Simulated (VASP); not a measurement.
# BP (F-43m) in VASP: notebook

BP is run at these levels: PBE; tasks: single point.

Everything below comes from runs of VASP 6.6.1. Logs are shortened: lines on timing, memory, paths and dates and some standing lists are left out, and cuts for length are marked.

### 1 The cell of the first run

Symmetry: F-43m, No. 216, cubic system. The conventional cell has a = 4.355 Å, b = 4.355 Å, c = 4.355 Å, α = 90.00°, β = 90.00°, γ = 90.00°. Within 2.5 Å of B (site symmetry -43m) lie 4 P at 1.89 Å. Within 2.5 Å of P (site symmetry -43m) lie 4 B at 1.89 Å.

### 2 Single point, PBE (strain -4.0%)

File INCAR:

```
PREC     = Accurate       # precision mode
ENCUT    = 520            # plane-wave cutoff, eV
EDIFF    = 1E-6           # SCF threshold, eV
ISMEAR   = 0              # smearing method
SIGMA    = 0.01           # smearing width, eV
LREAL    = F              # projectors in reciprocal space
LASPH    = T              # aspherical terms in the spheres
NELM     = 100            # most SCF steps
ALGO     = Normal         # electronic algorithm
ISIF     = 2              # what is computed and relaxed
LWAVE    = F              # write WAVECAR
LCHARG   = F              # write CHGCAR
GGA      = PE             # functional
NBANDS   = 11             # bands
```

File KPOINTS:

```
Automatic mesh
0
Gamma
  6 6 6
```

File POSCAR:

```
BP
1.0
    0.0000000000      2.1775830422      2.1775830422
    2.1775830422      0.0000000000      2.1775830422
    2.1775830422      2.1775830422      0.0000000000
B P
1 1
Direct
    0.0000000000      0.0000000000      0.0000000000
    0.2500000000      0.2500000000      0.2500000000
```

Potentials or basis: VASP PAW PBE potentials, release 64 (B, P).

Launch:

```
$ cat potpaw_PBE.64/B/POTCAR potpaw_PBE.64/P/POTCAR > POTCAR
$ mpirun -np 1 vasp_std > vasp.out
```

OUTCAR:

```text
PREC = Accurate
   ENCUT = 520
   EDIFF = 1E-6
   ISMEAR = 0
   LREAL = F
   LASPH = T
   NELM = 100
   ISIF = 2
   GGA = PE

 ion  position               nearest neighbor table
   1  0.000  0.000  0.000-   2 1.89   2 1.89   2 1.89   2 1.89
   2  0.250  0.250  0.250-   1 1.89   1 1.89   1 1.89   1 1.89

  LATTYP: Found a face centered cubic cell.
 ALAT       =     4.3551660844

  Lattice vectors:

 A1 = (   0.0000000000,   2.1775830422,   2.1775830422)
 A2 = (   2.1775830422,   0.0000000000,   2.1775830422)
 A3 = (   2.1775830422,   2.1775830422,   0.0000000000)

Analysis of symmetry for initial positions (statically):
=====================================================================
 Subroutine PRICEL returns:
 Original cell was already a primitive cell.

 Routine SETGRP: Setting up the symmetry group for a
 face centered cubic supercell.

 Subroutine GETGRP returns: Found 24 space group operations
 (whereof 24 operations were pure point group operations)
 out of a pool of 48 trial point group operations.

The static configuration has the point symmetry T_d .

Analysis of symmetry for dynamics (positions and initial velocities):
=====================================================================
 Subroutine PRICEL returns:
 Original cell was already a primitive cell.

 Routine SETGRP: Setting up the symmetry group for a
 face centered cubic supercell.

 Subroutine GETGRP returns: Found 24 space group operations
 (whereof 24 operations were pure point group operations)
 out of a pool of 48 trial point group operations.

The dynamic configuration has the point symmetry T_d .

 Subroutine INISYM returns: Found 24 space group operations
 (whereof 24 operations are pure point group operations),
 and found     1 'primitive' translations

----------------------------------------------------------------------------------------

                                     Primitive cell

  volume of cell :      20.6516

  direct lattice vectors                    reciprocal lattice vectors
     0.000000000  2.177583042  2.177583042    -0.229612369  0.229612369  0.229612369
     2.177583042  0.000000000  2.177583042     0.229612369 -0.229612369  0.229612369
     2.177583042  2.177583042  0.000000000     0.229612369  0.229612369 -0.229612369

  length of vectors
     3.079567471  3.079567471  3.079567471     0.397700288  0.397700288  0.397700288

  position of ions in fractional coordinates (direct lattice)
     0.000000000  0.000000000  0.000000000
     0.250000000  0.250000000  0.250000000

  ion indices of the primitive-cell ions
   primitive index   ion index
                 1           1
                 2           2

----------------------------------------------------------------------------------------

 KPOINTS: Automatic mesh

Automatic generation of k-mesh.
 Grid dimensions read from file:
 generate k-points for:    6    6    6

 Generating k-lattice:

  Cartesian coordinates                     Fractional coordinates (reciprocal lattice)
    -0.038268728  0.038268728  0.038268728     0.166666667  0.000000000  0.000000000
     0.038268728 -0.038268728  0.038268728     0.000000000  0.166666667  0.000000000
     0.038268728  0.038268728 -0.038268728     0.000000000  0.000000000  0.166666667

  Length of vectors
     0.066283381  0.066283381  0.066283381

  Shift w.r.t. Gamma in fractional coordinates (k-lattice)
     0.000000000  0.000000000  0.000000000

 Subroutine IBZKPT returns following result:
 ===========================================

 Found     16 irreducible k-points:

 Following reciprocal coordinates:
            Coordinates               Weight
  0.000000  0.000000  0.000000      1.000000
  0.166667  0.000000  0.000000      8.000000
  0.333333  0.000000  0.000000      8.000000
  0.500000  0.000000  0.000000      4.000000
  0.166667  0.166667  0.000000      6.000000
  0.333333  0.166667  0.000000     24.000000
[... 8 lines left out ...]
 -0.333333  0.333333  0.166667     24.000000
 -0.333333  0.500000  0.166667     12.000000
   k-points           NKPTS =     16   k-points in BZ     NKDIM =     16   number of bands    NBANDS=     11
   number of dos      NEDOS =    301   number of ions     NIONS =      2
   total plane-waves  NPLWV =  13824
   dimension x,y,z NGX =    24 NGY =   24 NGZ =   24
   dimension x,y,z NGXF=    48 NGYF=   48 NGZF=   48
   ions per type =               1   1
   NGX,Y,Z   is equivalent  to a cutoff of  12.96, 12.96, 12.96 a.u.
   NGXF,Y,Z  is equivalent  to a cutoff of  25.91, 25.91, 25.91 a.u.
 SYSTEM =  unknown system
   PREC   = accura    normal or accurate (medium, high low for compatibility)
   ISTART =      0    job   : 0-new  1-cont  2-samecut
   ICHARG =      2    charge: 1-file 2-atom 10-const
   ISPIN  =      1    spin polarized calculation?
   LNONCOLLINEAR =      F non collinear calculations
   LSORBIT =      F    spin-orbit coupling
   LASPH  =      T    aspherical Exc in radial PAW
   ENCUT  =  520.0 eV  38.22 Ry    6.18 a.u.   5.73  5.73  5.73*2*pi/ulx,y,z
   NELM   =    100;   NELMIN=  2; NELMDL= -5     # of ELM steps
   EDIFF  = 0.1E-05   stopping-criterion for ELM
   LREAL  =      F    real-space projection
   EDIFFG = 0.1E-04   stopping-criterion for IOM
   NSW    =      0    number of steps for IOM
   IBRION =     -1    ionic relax: 0-MD 1-quasi-New 2-CG
   NFREE  =      0    steps in history (QN), initial steepest desc. (CG)
   ISIF   =      2    stress and relaxation
   ISYM   =      2    0-nonsym 1-usesym 2-fastsym
   POTIM  = 0.5000    time-step for ionic-motion
   TEBEG  =    0.0;   TEEND  =   0.0 temperature during run
   PSTRESS=    0.0 pullay stress
   NELECT =       8.0000    total number of electrons
   NUPDOWN=      -1.0000    fix difference up-down
   EMIN   =  10.00;   EMAX   =-10.00  energy-range for DOS
   EFERMI =   0.00;   METHOD = LEGACY
   ISMEAR =     0;   SIGMA  =   0.01  broadening in eV -4-tet -1-fermi 0-gaus
   EFERMI_NEDOS =   21; number of points for ismear=-14 and -15
   IALGO  =     38    algorithm
   IMIX   =      4    mixing-type and parameters
     AMIX     =   0.40;   BMIX     =  1.00
     AMIX_MAG =   1.60;   BMIX_MAG =  1.00
  volume/ion in A,a.u.               =      10.33        69.68
  Fermi-wavevector in a.u.,A,eV,Ry     =   1.193402  2.255203 19.377531  1.424208
  Thomas-Fermi vector in A             =   2.329417
   LORBIT       =      0    0 simple, 1 ext, 2 COOP (PROOUT), +10 PAW based schemes
   GGA     = PE    functional components
   LHFCALC =     F    Hartree Fock is set to
   AEXX    =    0.0000 exact exchange contribution
   IVDW    =     0    specifies the selected vdW correction
   LEPSILON=     F    determine dielectric tensor
   LRPA    =     F    only Hartree local field effects (RPA)
 non-spin polarized calculation
 Gauss-broadening in eV      SIGMA  =   0.01
  energy-cutoff  :      520.00
  volume of cell :       20.65
 maximum number of plane-waves:       568
   NGX = 11   NGY = 11   NGZ = 11

 number of electron       7.9999999 magnetization

 Free energy of the ion-electron system (eV)
  ---------------------------------------------------
  ext. energy  EPLUGINS =         0.00000000
  ---------------------------------------------------
  free energy    TOTEN  =       -12.69693254 eV

  energy without entropy =      -12.69693254  energy(sigma->0) =      -12.69693254

 E-fermi :   9.0626     XC(G=0): -11.4426

 val. band max:        8.9596211868   @ k =   0.0000   0.0000   0.0000
 cond. band min:      10.0262070790   @ k =   0.5000   0.5000   0.0000
 fundamental gap:      1.0665858923
 Fermi energy:         9.0626430035

 k-point     1 :       0.0000    0.0000    0.0000
  band No.  band energies     occupation
      1      -7.6442      2.00000
      2       8.9596      2.00000
      3       8.9596      2.00000
      4       8.9596      2.00000
      5      12.5741      0.00000
      6      12.5741      0.00000
      7      12.5741      0.00000
      8      18.2753      0.00000
      9      21.3838      0.00000
     10      21.4583      0.00000
     11      21.4583      0.00000

 k-point     2 :       0.1667    0.0000    0.0000
  band No.  band energies     occupation
      1      -7.0938      2.00000
      2       5.9085      2.00000
      3       8.2303      2.00000
      4       8.2303      2.00000
      5      13.4528      0.00000
      6      13.5614      0.00000
      7      13.5614      0.00000
      8      19.1570      0.00000
      9      20.1359      0.00000
     10      20.1359      0.00000
     11      22.7550      0.00000

 k-point     3 :       0.3333    0.0000    0.0000
  band No.  band energies     occupation
      1      -5.5078      2.00000
      2       1.6520      2.00000
      3       7.3664      2.00000
      4       7.3664      2.00000
      5      13.5614      0.00000
      6      14.0000      0.00000
      7      14.0000      0.00000
      8      19.7271      0.00000
      9      21.3190      0.00000
     10      21.3190      0.00000
     11      23.7499      0.00000

 k-point     4 :       0.5000    0.0000    0.0000
  band No.  band energies     occupation
      1      -3.8249      2.00000
      2      -0.9974      2.00000
      3       7.0594      2.00000
      4       7.0594      2.00000
      5      13.5045      0.00000
      6      13.7478      0.00000
      7      13.7478      0.00000
      8      19.5073      0.00000
      9      24.4176      0.00000
     10      24.4176      0.00000
     11      25.0888      0.00000

 k-point     5 :       0.1667    0.1667    0.0000
  band No.  band energies     occupation
      1      -6.9096      2.00000
      2       7.0183      2.00000
      3       7.0183      2.00000
      4       7.0821      2.00000
      5      11.4610      0.00000
      6      15.3230      0.00000
      7      15.3230      0.00000
      8      16.2570      0.00000
      9      21.0358      0.00000
     10      22.2437      0.00000
     11      23.6642      0.00000
[... 99 lines left out ...]
 k-point    13 :       0.5000    0.5000    0.0000
  band No.  band energies     occupation
      1      -2.1180      2.00000
      2      -0.2776      2.00000
      3       4.3926      2.00000
      4       4.3926      2.00000
      5      10.0262      0.00000
      6      10.5066      0.00000
      7      22.2677      0.00000
      8      22.2677      0.00000
      9      25.7746      0.00000
     10      26.5507      0.00000
     11      28.2570      0.00000

 k-point    14 :       0.5000    0.3333    0.1667
  band No.  band energies     occupation
      1      -4.1344      2.00000
      2       2.0849      2.00000
      3       3.3711      2.00000
      4       5.3131      2.00000
      5      13.0516      0.00000
      6      14.6061      0.00000
      7      16.1215      0.00000
      8      19.3344      0.00000
      9      22.7452      0.00000
     10      23.4095      0.00000
     11      28.6134      0.00000

 k-point    15 :      -0.3333    0.3333    0.1667
  band No.  band energies     occupation
      1      -2.5603      2.00000
      2       0.1492      2.00000
      3       2.9127      2.00000
      4       4.4781      2.00000
      5      13.4612      0.00000
      6      15.1259      0.00000
      7      18.2848      0.00000
      8      18.8828      0.00000
      9      20.2484      0.00000
     10      24.8438      0.00000
     11      28.2082      0.00000

 k-point    16 :      -0.3333    0.5000    0.1667
  band No.  band energies     occupation
      1      -1.8372      2.00000
      2       0.1648      2.00000
      3       3.0043      2.00000
      4       3.1062      2.00000
      5      12.7539      0.00000
      6      13.6274      0.00000
      7      18.8611      0.00000
      8      19.6620      0.00000
      9      22.8643      0.00000
     10      26.3204      0.00000
     11      27.1813      0.00000

------------------------ aborting loop because EDIFF is reached ----------------------------------------

  FORCE on cell =-STRESS in cart. coord.  units (eV):
  Direction    XX          YY          ZZ          XY          YZ          ZX
  --------------------------------------------------------------------------------------
  -------------------------------------------------------------------------------------
  Total        3.4500094      3.4500094      3.4500094      0.0000000     -0.0000000     -0.0000000
  in kB      267.6558201    267.6558201    267.6558201      0.0000000     -0.0000000     -0.0000000
  external PRESSURE =     267.6558201 kB  Pullay stress =       0.0000000 kB

 VOLUME and BASIS-vectors are now :
 -----------------------------------------------------------------------------
  energy-cutoff  :      520.00
  volume of cell :       20.65
      direct lattice vectors                 reciprocal lattice vectors
     0.000000000  2.177583042  2.177583042    -0.229612369  0.229612369  0.229612369
     2.177583042  0.000000000  2.177583042     0.229612369 -0.229612369  0.229612369
     2.177583042  2.177583042  0.000000000     0.229612369  0.229612369 -0.229612369

 POSITION                                       TOTAL-FORCE (eV/Angst)
 -----------------------------------------------------------------------------------
      0.00000      0.00000      0.00000        -0.000000     -0.000000     -0.000000
      1.08879      1.08879      1.08879         0.000000      0.000000      0.000000
 -----------------------------------------------------------------------------------
    total drift:                                0.000000      0.000000      0.000000

  FREE ENERGIE OF THE ION-ELECTRON SYSTEM (eV)
  ---------------------------------------------------
  free  energy   TOTEN  =       -12.6969325392 eV

  energy  without entropy=      -12.6969325392  energy(sigma->0) =      -12.69693254
```

Run time: 1.7 s. Hardware: 1 thread of Intel Xeon 6975P-C (Granite Rapids), shared host; peak memory 0.13 GiB.

What came out:

* Free energy: -12.6969 eV
* Pressure: 26.8 GPa
* Band gap on the k mesh: 1.07 eV, indirect (least direct gap 3.61 eV)

Levels at points of the mesh, in eV from the valence-band top:
```tsv
k point	band 1	band 2	band 3	band 4	band 5	band 6	band 7	band 8
(0.00, 0.00, 0.00)	-16.60	0.00	0.00	0.00	3.61	3.61	3.61	9.32
(0.50, 0.00, 0.00)	-12.78	-9.96	-1.90	-1.90	4.54	4.79	4.79	10.55
(0.50, 0.50, 0.00)	-11.08	-9.24	-4.57	-4.57	1.07	1.55	13.31	13.31
```

Caveat: the cell differs from its parent crystal (strain -4.0%). A k mesh can miss the band edges.

### 3 Single point, PBE (strain -3.0%)

File INCAR:

```
SYSTEM = BP
  PREC = Accurate
  ENCUT = 520
  EDIFF = 1E-6
  ISMEAR = 0
  SIGMA = 0.01
  LREAL = .False.
  LASPH = .True.
  NELM = 100
  ALGO = Normal
  ISIF = 2
  LWAVE = .False.
  LCHARG = .False.
  GGA = PE
  NBANDS = 11
```

File KPOINTS:

```
Automatic mesh
0
Gamma
  6 6 6
  0 0 0
```

File POSCAR:

```
BP
1.0
    0.0000000000      2.2002661989      2.2002661989
    2.2002661989      0.0000000000      2.2002661989
    2.2002661989      2.2002661989      0.0000000000
B P
1 1
Direct
    0.0000000000      0.0000000000      0.0000000000
    0.2500000000      0.2500000000      0.2500000000
```

Potentials or basis: VASP PAW PBE potentials, release 64 (B, P).

Launch:

```
$ cat potpaw_PBE.64/B/POTCAR potpaw_PBE.64/P/POTCAR > POTCAR
$ mpirun -np 1 vasp_std > vasp.out
```

Wall time 1.8 s (1 thread of Intel Xeon 6975P-C (Granite Rapids), shared host); peak memory 0.13 GiB.

The run converged. Its results:

```
Free energy            : -12.7905 eV
Pressure               : 19.2 GPa
Band gap on the k mesh : 1.14 eV, indirect (least direct gap 3.55 eV)
```

Levels at points of the mesh, in eV from the valence-band top:
| k point | band 1 | band 2 | band 3 | band 4 | band 5 | band 6 | band 7 | band 8 |
| --- | --- | --- | --- | --- | --- | --- | --- | --- |
| (0.00, 0.00, 0.00) | -16.31 | 0.00 | 0.00 | 0.00 | 3.55 | 3.55 | 3.55 | 8.82 |
| (0.50, 0.00, 0.00) | -12.62 | -9.72 | -1.87 | -1.87 | 4.35 | 4.77 | 4.77 | 10.44 |
| (0.50, 0.50, 0.00) | -10.96 | -9.07 | -4.45 | -4.45 | 1.14 | 1.57 | 13.00 | 13.00 |

Caveat: the cell differs from its parent crystal (strain -3.0%). A k mesh can miss the band edges.
